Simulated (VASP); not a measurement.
# Se3Br (Cmc2_1) in VASP: single point with PBE

Aim: the single point of Se3Br with PBE.

Everything below comes from runs of VASP 6.6.1. Logs are shortened: lines on timing, memory, paths and dates and some standing lists are left out, and cuts for length are marked.

### 1 The cell of the first run

It takes space group Cmc2_1 (No. 36, orthorhombic). Conventional cell: a = 6.454 Å, b = 8.870 Å, c = 8.043 Å, α = 90.00°, β = 90.00°, γ = 90.00°. Within 3.0 Å of Se (site symmetry m) lie 1 Br at 2.15 Å and 1 Se at 2.93 Å. Se (site symmetry m) has 2 Br at 2.29 to 2.98 Å and 1 Se at 2.95 Å within 3.0 Å. Within 2.7 Å of Se (site symmetry m) lie 1 Br at 2.08 Å. Br (site symmetry m) has 3 Se at 2.08 to 2.29 Å within 2.7 Å.

### 2 Single point, PBE

File INCAR:

```
SYSTEM = Se3Br
ALGO     = Normal         ! electronic algorithm
EDIFF    = 1E-7           ! SCF threshold, eV
ENCUT    = 520            ! plane-wave cutoff, eV
GGA      = PE             ! functional
ISIF     = 2              ! what is computed and relaxed
ISMEAR   = -1             ! smearing method
LASPH    = .TRUE.         ! aspherical terms in the spheres
LCHARG   = .FALSE.        ! write CHGCAR
LREAL    = .FALSE.        ! projectors in reciprocal space
LWAVE    = .FALSE.        ! write WAVECAR
NBANDS   = 35             ! bands
NELM     = 60             ! most SCF steps
PREC     = Accurate       ! precision mode
SIGMA    = 0.1            ! smearing width, eV
```

File KPOINTS:

```
k-points
0
G
  7 7 4
  0 0 0
```

File POSCAR:

```
Se3Br
1.0
    3.2269810000      4.4352010000      0.0000000000
    3.2269810000     -4.4352010000      0.0000000000
    0.0000000000      0.0000000000     -8.0434700000
Se Br
6 2
Direct
    0.1177000000      0.8823000000      0.0320000000
    0.8823000000      0.1177000000      0.5320000000
    0.5642000000      0.4358000000      0.7832000000
    0.4358000000      0.5642000000      0.2832000000
    0.2412000000      0.7588000000      0.6948000000
    0.7588000000      0.2412000000      0.1948000000
    0.3415000000      0.6585000000      0.9280000000
    0.6585000000      0.3415000000      0.4280000000
```

Potentials or basis: VASP PAW PBE potentials, release 64 (Se, Br).

On the command line:

```bash
$ cat potpaw_PBE.64/Se/POTCAR potpaw_PBE.64/Br/POTCAR > POTCAR
$ mpirun -np 1 vasp_std > vasp.out
```

OUTCAR:

```text
SYSTEM = Se3Br
   EDIFF = 1E-7
   ENCUT = 520
   GGA = PE
   ISIF = 2
   ISMEAR = -1
   LASPH = .TRUE.
   LREAL = .FALSE.
   NELM = 60
   PREC = Accurate

 ion  position               nearest neighbor table
   1  0.118  0.882  0.032-   7 2.15
   2  0.882  0.118  0.532-   8 2.15
   3  0.564  0.436  0.783-   7 2.29
   4  0.436  0.564  0.283-   8 2.29
   5  0.241  0.759  0.695-   7 2.08
   6  0.759  0.241  0.195-   8 2.08
   7  0.342  0.658  0.928-   5 2.08   1 2.15   3 2.29
   8  0.658  0.342  0.428-   6 2.08   2 2.15   4 2.29

  LATTYP: Found a base centered orthorhombic cell.
 ALAT       =     6.4539620000
 B/A-ratio  =     1.3744118729
 C/A-ratio  =     1.2462840655

  Lattice vectors:

 A1 = (   3.2269810000,   4.4352010000,   0.0000000000)
 A2 = (   3.2269810000,  -4.4352010000,   0.0000000000)
 A3 = (   0.0000000000,   0.0000000000,  -8.0434700000)

Analysis of symmetry for initial positions (statically):
=====================================================================
 Subroutine PRICEL returns:
 Original cell was already a primitive cell.

 Routine SETGRP: Setting up the symmetry group for a
 base centered orthorhombic supercell.

 Subroutine GETGRP returns: Found  4 space group operations
 (whereof  2 operations were pure point group operations)
 out of a pool of  8 trial point group operations.

The static configuration has the point symmetry C_1h.
 The point group associated with its full space group is C_2v.

Analysis of symmetry for dynamics (positions and initial velocities):
=====================================================================
 Subroutine PRICEL returns:
 Original cell was already a primitive cell.

 Routine SETGRP: Setting up the symmetry group for a
 base centered orthorhombic supercell.

 Subroutine GETGRP returns: Found  4 space group operations
 (whereof  2 operations were pure point group operations)
 out of a pool of  8 trial point group operations.

The dynamic configuration has the point symmetry C_1h.
 The point group associated with its full space group is C_2v.

 Subroutine INISYM returns: Found  4 space group operations
 (whereof  2 operations are pure point group operations),
 and found     1 'primitive' translations

----------------------------------------------------------------------------------------

                                     Primitive cell

  volume of cell :     230.2413

  direct lattice vectors                    reciprocal lattice vectors
     3.226981000  4.435201000  0.000000000     0.154943583  0.112734462  0.000000000
     3.226981000 -4.435201000  0.000000000     0.154943583 -0.112734462  0.000000000
     0.000000000  0.000000000 -8.043470000     0.000000000  0.000000000 -0.124324452

  length of vectors
     5.484926097  5.484926097  8.043470000     0.191615691  0.191615691  0.124324452

  position of ions in fractional coordinates (direct lattice)
     0.117700000  0.882300000  0.032000000
     0.882300000  0.117700000  0.532000000
     0.564200000  0.435800000  0.783200000
     0.435800000  0.564200000  0.283200000
     0.241200000  0.758800000  0.694800000
     0.758800000  0.241200000  0.194800000
     0.341500000  0.658500000  0.928000000
     0.658500000  0.341500000  0.428000000

  ion indices of the primitive-cell ions
   primitive index   ion index
                 1           1
                 2           2
                 3           3
                 4           4
                 5           5
                 6           6
                 7           7
                 8           8

----------------------------------------------------------------------------------------

 KPOINTS: k-points

Automatic generation of k-mesh.
 Grid dimensions read from file:
 generate k-points for:    7    7    4

 Generating k-lattice:

  Cartesian coordinates                     Fractional coordinates (reciprocal lattice)
     0.022134798  0.016104923  0.000000000     0.142857143  0.000000000  0.000000000
     0.022134798 -0.016104923  0.000000000     0.000000000  0.142857143  0.000000000
     0.000000000  0.000000000 -0.031081113     0.000000000  0.000000000  0.250000000

  Length of vectors
     0.027373670  0.027373670  0.031081113

  Shift w.r.t. Gamma in fractional coordinates (k-lattice)
     0.000000000  0.000000000  0.000000000

 Subroutine IBZKPT returns following result:
 ===========================================

 Found     48 irreducible k-points:

 Following reciprocal coordinates:
            Coordinates               Weight
  0.000000  0.000000  0.000000      1.000000
  0.142857 -0.000000  0.000000      4.000000
  0.285714 -0.000000  0.000000      4.000000
  0.428571  0.000000  0.000000      4.000000
  0.142857  0.142857  0.000000      2.000000
  0.285714  0.142857  0.000000      4.000000
[... 16 lines left out ...]
  0.428571  0.142857  0.250000      8.000000
 -0.428571  0.142857  0.250000      8.000000
 [... further k-points ...]
   k-points           NKPTS =     48   k-points in BZ     NKDIM =     48   number of bands    NBANDS=     35
   number of dos      NEDOS =    301   number of ions     NIONS =      8
   total plane-waves  NPLWV = 105840
   dimension x,y,z NGX =    42 NGY =   42 NGZ =   60
   dimension x,y,z NGXF=    84 NGYF=   84 NGZF=  120
   ions per type =               6   2
   NGX,Y,Z   is equivalent  to a cutoff of  12.73, 12.73, 12.40 a.u.
   NGXF,Y,Z  is equivalent  to a cutoff of  25.46, 25.46, 24.80 a.u.
 SYSTEM =  Se3Br
   PREC   = accura    normal or accurate (medium, high low for compatibility)
   ISTART =      0    job   : 0-new  1-cont  2-samecut
   ICHARG =      2    charge: 1-file 2-atom 10-const
   ISPIN  =      1    spin polarized calculation?
   LNONCOLLINEAR =      F non collinear calculations
   LSORBIT =      F    spin-orbit coupling
   LASPH  =      T    aspherical Exc in radial PAW
   ENCUT  =  520.0 eV  38.22 Ry    6.18 a.u.  10.20 10.20 14.96*2*pi/ulx,y,z
   NELM   =     60;   NELMIN=  2; NELMDL= -5     # of ELM steps
   EDIFF  = 0.1E-06   stopping-criterion for ELM
   LREAL  =      F    real-space projection
   EDIFFG = 0.1E-05   stopping-criterion for IOM
   NSW    =      0    number of steps for IOM
   IBRION =     -1    ionic relax: 0-MD 1-quasi-New 2-CG
   NFREE  =      0    steps in history (QN), initial steepest desc. (CG)
   ISIF   =      2    stress and relaxation
   ISYM   =      2    0-nonsym 1-usesym 2-fastsym
   POTIM  = 0.5000    time-step for ionic-motion
   TEBEG  =    0.0;   TEEND  =   0.0 temperature during run
   PSTRESS=    0.0 pullay stress
   NELECT =      50.0000    total number of electrons
   NUPDOWN=      -1.0000    fix difference up-down
   EMIN   =  10.00;   EMAX   =-10.00  energy-range for DOS
   EFERMI =   0.00;   METHOD = LEGACY
   ISMEAR =    -1;   SIGMA  =   0.10  broadening in eV -4-tet -1-fermi 0-gaus
   EFERMI_NEDOS =   21; number of points for ismear=-14 and -15
   IALGO  =     38    algorithm
   IMIX   =      4    mixing-type and parameters
     AMIX     =   0.40;   BMIX     =  1.00
     AMIX_MAG =   1.60;   BMIX_MAG =  1.00
  volume/ion in A,a.u.               =      28.78       194.22
  Fermi-wavevector in a.u.,A,eV,Ry     =   0.984020  1.859528 13.174449  0.968295
  Thomas-Fermi vector in A             =   2.115221
   LORBIT       =      0    0 simple, 1 ext, 2 COOP (PROOUT), +10 PAW based schemes
   GGA     = PE    functional components
   LHFCALC =     F    Hartree Fock is set to
   AEXX    =    0.0000 exact exchange contribution
   IVDW    =     0    specifies the selected vdW correction
   LEPSILON=     F    determine dielectric tensor
   LRPA    =     F    only Hartree local field effects (RPA)
 non-spin polarized calculation
  energy-cutoff  :      520.00
  volume of cell :      230.24
 maximum number of plane-waves:      6220
 NGX is ok and might be reduce to    42
   NGX = 21   NGY = 21   NGZ = 29

 number of electron      50.0000000 magnetization

 Free energy of the ion-electron system (eV)
  ---------------------------------------------------
  ext. energy  EPLUGINS =         0.00000000
  ---------------------------------------------------
  free energy    TOTEN  =       -12.72499164 eV

  energy without entropy =      -12.47006798  energy(sigma->0) =      -12.59752981

 E-fermi :   2.2094     XC(G=0):  -8.5360

 val. band max:        2.2058521305   @ k =  -0.2857   0.1429   0.0000
 cond. band min:       2.2126052042   @ k =   0.2857   0.1429   0.2500
 fundamental gap:      0.0067530736
 Fermi energy:         2.2093786574

 k-point     1 :       0.0000    0.0000    0.0000
  band No.  band energies     occupation
      1     -17.5524      2.00000
      2     -17.4356      2.00000
      3     -11.6770      2.00000
      4     -11.1411      2.00000
      5     -10.7284      2.00000
      6     -10.5735      2.00000
[... 27 lines left out ...]
     34       8.3309      0.00000
     35       8.5136      0.00000

 k-point     2 :       0.1429   -0.0000    0.0000
  band No.  band energies     occupation
      1     -17.5451      2.00000
      2     -17.4367      2.00000
      3     -11.6527      2.00000
      4     -11.1738      2.00000
      5     -10.7546      2.00000
      6     -10.6157      2.00000
[... 27 lines left out ...]
     34       8.1445      0.00000
     35       8.5866      0.00000

 k-point     3 :       0.2857   -0.0000    0.0000
  band No.  band energies     occupation
      1     -17.5271      2.00000
      2     -17.4408      2.00000
      3     -11.5885      2.00000
      4     -11.2521      2.00000
      5     -10.8264      2.00000
      6     -10.6894      2.00000
[... 27 lines left out ...]
     34       8.0034      0.00000
     35       8.5134      0.00000
[... 723 lines left out ...]
 k-point    23 :       0.4286    0.1429    0.2500
  band No.  band energies     occupation
      1     -17.4950      2.00000
      2     -17.4555      2.00000
      3     -11.5103      2.00000
      4     -11.4088      2.00000
      5     -10.8694      2.00000
      6     -10.7271      2.00000
[... 27 lines left out ...]
     34       8.1580      0.00000
     35       8.8980      0.00000

 k-point    24 :      -0.4286    0.1429    0.2500
  band No.  band energies     occupation
      1     -17.4965      2.00000
      2     -17.4545      2.00000
      3     -11.5243      2.00000
      4     -11.4175      2.00000
      5     -10.8544      2.00000
      6     -10.7156      2.00000
[... 27 lines left out ...]
     34       8.1707      0.00000
     35       8.7682      0.00000

 [... further k-points ...]

------------------------ aborting loop because EDIFF is reached ----------------------------------------

  FORCE on cell =-STRESS in cart. coord.  units (eV):
  Direction    XX          YY          ZZ          XY          YZ          ZX
  --------------------------------------------------------------------------------------
  -------------------------------------------------------------------------------------
  Total       -1.1856791     36.2101655     28.3947514      0.0000000      0.0000000      0.0000000
  in kB       -8.2507724    251.9752795    197.5902437      0.0000000      0.0000000      0.0000000
  external PRESSURE =     147.1049169 kB  Pullay stress =       0.0000000 kB

 VOLUME and BASIS-vectors are now :
 -----------------------------------------------------------------------------
  energy-cutoff  :      520.00
  volume of cell :      230.24
      direct lattice vectors                 reciprocal lattice vectors
     3.226981000  4.435201000  0.000000000     0.154943583  0.112734462  0.000000000
     3.226981000 -4.435201000  0.000000000     0.154943583 -0.112734462  0.000000000
     0.000000000  0.000000000 -8.043470000     0.000000000  0.000000000 -0.124324452

 POSITION                                       TOTAL-FORCE (eV/Angst)
 -----------------------------------------------------------------------------------
      3.22698     -3.39115     -0.25739         0.000000     -5.219742     -2.252455
      3.22698      3.39115     -4.27913         0.000000      5.219742     -2.252455
      3.22698      0.56948     -6.29965         0.000000      3.466630      1.976840
      3.22698     -0.56948     -2.27791         0.000000     -3.466630      1.976840
      3.22698     -2.29566     -5.58860         0.000000     -2.299565      5.521231
      3.22698      2.29566     -1.56687         0.000000      2.299565      5.521231
      3.22698     -1.40596     -7.46434         0.000000      4.269138     -5.245616
      3.22698      1.40596     -3.44261         0.000000     -4.269138     -5.245616
 -----------------------------------------------------------------------------------
    total drift:                                0.000000     -0.000000     -0.000306

  FREE ENERGIE OF THE ION-ELECTRON SYSTEM (eV)
  ---------------------------------------------------
  free  energy   TOTEN  =       -12.7249916434 eV

  energy  without entropy=      -12.4700679798  energy(sigma->0) =      -12.59752981
```

It took 7.2 min on 1 thread of AMD EPYC 7R13 (Zen 3), shared host; peak memory 0.46 GiB.

Results:

| Property | Result |
| --- | --- |
| Free energy | -12.7250 eV |
| Pressure | 14.7 GPa |
| Largest force | 6.763 eV/Å |
| Band gap on the k mesh | zero (bands 25 and 26 overlap by 0.57 eV) |

Forces on the atoms (eV/Å):
```
Se   0.000 -5.220 -2.252
Se   0.000  5.220 -2.252
Se   0.000  3.467  1.977
Se   0.000 -3.467  1.977
Se   0.000 -2.300  5.521
Se   0.000  2.300  5.521
Br   0.000  4.269 -5.246
Br   0.000 -4.269 -5.246
```

Caveat: the stress differs along the axes, from -1 to 25 GPa; forces of over 1 eV/Å act on the atoms, so gaps and moduli don't describe the material at rest.
